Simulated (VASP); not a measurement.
Wanted: the native input for a VASP 6.6.1 run.

```
Task                   : single point
Functional             : PBE
Potentials or basis    : VASP PAW PBE potentials, release 64 (Re)
Cutoff                 : 520 eV
k mesh                 : 10 × 10 × 10
Occupations            : gaussian, width 0.15 eV
Spin                   : no spin polarisation
Dipole correction      : no
Further INCAR settings : ALGO = Normal; EDIFF = 1e-06; NBANDS = 10
```

The structure of Re lies in POSCAR:

```
Re
1.0
    0.0000000000      1.9577236186      2.1730732166
    1.7423740206      0.0000000000      2.1730732166
    1.7423740206      1.9577236186      0.0000000000
Re
1
Direct
    0.0000000000      0.0000000000      0.0000000000
```

This cell differs from its parent crystal: normal strain along x -0.1100, normal strain along z +0.1100.

One way to write it, as run:

INCAR

```
PREC = Accurate
ENCUT = 520
EDIFF = 1E-6
ISMEAR = 0
SIGMA = 0.15
LREAL = F
LASPH = T
NELM = 60
ALGO = Normal
ISIF = 2
LWAVE = F
LCHARG = F
GGA = PE
NBANDS = 10
```

KPOINTS

```
Automatic mesh
0
Gamma
  10 10 10
```

Potentials or basis: VASP PAW PBE potentials, release 64 (Re).

Command:

```sh
$ cat potpaw_PBE.64/Re/POTCAR > POTCAR
$ mpirun -np 1 vasp_std > vasp.out
```

Results of the run:

```json
{"Pressure": "7.8 GPa"}
```

Caveat: the cell differs from its parent crystal (normal strain along x -0.1100, normal strain along z +0.1100).

Run time: 18 s on 1 thread of Intel(R) Xeon(R) Platinum 8488C (Sapphire Rapids), on a shared host, peak memory 0.15 GiB.
